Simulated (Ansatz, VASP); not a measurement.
## C: VASP beside Ansatz

The input INCAR:

```
PREC = Accurate ; ENCUT = 520
EDIFF = 1E-6 ; ISMEAR = 0
SIGMA = 0.02 ; LREAL = False
LASPH = True ; NELM = 60
ALGO = Normal ; ISIF = 2
LWAVE = False ; LCHARG = False
GGA = PS ; NBANDS = 11
```

KPOINTS

```
regular mesh
0
Gamma
  14 14 14
```

File POSCAR:

```
C
1.0
    0.0132004200      2.0229036000      3.2379075600
    1.2091830800     -0.0388095200      3.2674051600
    1.1775203000      2.0510540800     -0.0130424000
C
2
Direct
    0.1499429462      0.8230468985      0.1989400722
    0.8500570538      0.1769531015      0.8010599278
```

Input for Ansatz:

```yaml
crystal:
  lattice:
    - [0.01320042, 2.0229036, 3.23790756]
    - [1.20918308, -0.03880952, 3.26740516]
    - [1.1775203, 2.05105408, -0.0130424]
  atoms:
    - { symbol: C, position: [0.1499429462, 0.8230468985, 0.1989400722] }
    - { symbol: C, position: [0.8500570538, 0.1769531015, 0.8010599278] }
basis:
  ecutwfc: 420
kpoints:
  mp_grid: { grid: [14, 14, 14] }
hamiltonian:
  xc: pbesol
scf:
  occupations: { method: gaussian, width: 0.02 }
output:
  forces: true
  stress: true
  eigenvalues: true
  populations: true
```

Change from the starting cell: all atoms moved at random, cell strained at random.

Alike in both runs: task single point; functional PBEsol; k mesh 14 × 14 × 14; occupations gaussian, width 0.02 eV; no spin polarisation.

```csv
,VASP,Ansatz
version,VASP 6.6.1,Ansatz 0.2.0
potentials or method,"VASP PAW PBE potentials, release 64 (C), cutoff 520 eV","scalar-relativistic, plane waves, PAW"
valence electrons in the cell,8,8
```

VASP gave:

| Item | Value |
| --- | --- |
| gap on the k mesh at the Fermi level (eV) | 0.37 |
| least direct gap on the mesh (eV) | 0.41 |
| pressure (GPa) | 38.0 |
| traceless stress, the component that is largest in VASP (GPa) | -40.63 |
| rms of the force components (eV/Å) | 3.778 |

Estimate Ansatz's values.

gap on the k mesh at the Fermi level (eV): 0.37; least direct gap on the mesh (eV): 0.41; pressure (GPa): 37.2; traceless stress, the component that is largest in VASP (GPa): -39.80; rms of the force components (eV/Å): 3.779.

VASP's potentials were made for PBE, not for PBEsol. Atom by atom the forces differ by 0.008 eV/Å (rms over components). Both programs put the cell under a high pressure, so it lies far from rest at this level. With one functional, cell and mesh, what is left measures potentials, basis and numerics.
